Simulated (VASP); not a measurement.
A run of VASP 6.6.1:

Contents of INCAR:

```
SYSTEM = Ag
PREC = Accurate
ENCUT = 520
EDIFF = 1E-6
ISMEAR = -1
SIGMA = 0.05
LREAL = .FALSE.
LASPH = .TRUE.
NELM = 100
ALGO = Fast
ISIF = 2
LWAVE = .FALSE.
LCHARG = .FALSE.
GGA = PS
NBANDS = 24
```

File KPOINTS:

```
regular mesh
0
G
  10 10 10
  0 0 0
```

POSCAR

```
Ag
1.0
    1.5019377757      0.8671441792      7.3459535211
   -1.5019377757      0.8671441792      7.3459535211
    0.0000000000     -1.7342883582      7.3459535211
Ag
3
Direct
    0.2222810000      0.2222810000      0.2222810000
    0.7777190000      0.7777190000      0.7777190000
    0.0000000000      0.0000000000      0.0000000000
```

Potentials or basis: VASP PAW PBE potentials, release 64 (Ag).

Run with:

```console
$ cat potpaw_PBE.64/Ag/POTCAR > POTCAR
$ mpirun -np 1 vasp_std > vasp.out
```

Hardware: 1 thread of Intel Xeon 8259CL, on a shared host.

How long does it take, and how much memory?

It took 19 min on 1 thread of Intel Xeon 8259CL, on a shared host, peak memory 0.48 GiB. Counts: scf iterations 12, k points 116.
